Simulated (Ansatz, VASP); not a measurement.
**One calculation of ZnAu, two programs**

```xyz
2
Lattice="3.1470 0.0000 0.0000 0.0000 3.1470 0.0000 0.0000 0.0000 3.1470" Properties=species:S:1:pos:R:3 pbc="T T T"
Zn    1.3847    1.3847    1.3847
Au    0.1888    0.1888    0.1888
```

Change from the starting cell: shortest bond scaled by 0.76, LAPW.

Alike in both runs: task single point; functional PBEsol; k mesh 10 × 10 × 10; occupations fermi-dirac, width 0.05 eV; no spin polarisation.

```csv
,VASP,Ansatz
version,VASP 6.6.1,Ansatz 0.2.0
potentials or method,"VASP PAW PBE potentials, release 64 (Zn, Au), cutoff 520 eV","all-electron LAPW, scalar-relativistic"
```

|  | VASP | Ansatz | Ansatz less VASP |
| --- | --- | --- | --- |
| pressure (GPa) | 28.5 | 28.1 | -0.44 |
| traceless stress, the component that is largest in VASP (GPa) | 24.70 | 24.43 | -0.272 |
| rms of the force components (eV/Å) | 4.553 | 4.499 | -0.0540 |

VASP's potentials were made for PBE, not for PBEsol. Atom by atom the forces differ by 0.054 eV/Å (rms over components). Both programs put the cell under a high pressure, so it lies far from rest at this level. Ansatz ran all-electron here, and VASP with PAW potentials.

Neither program's run includes spin-orbit coupling.
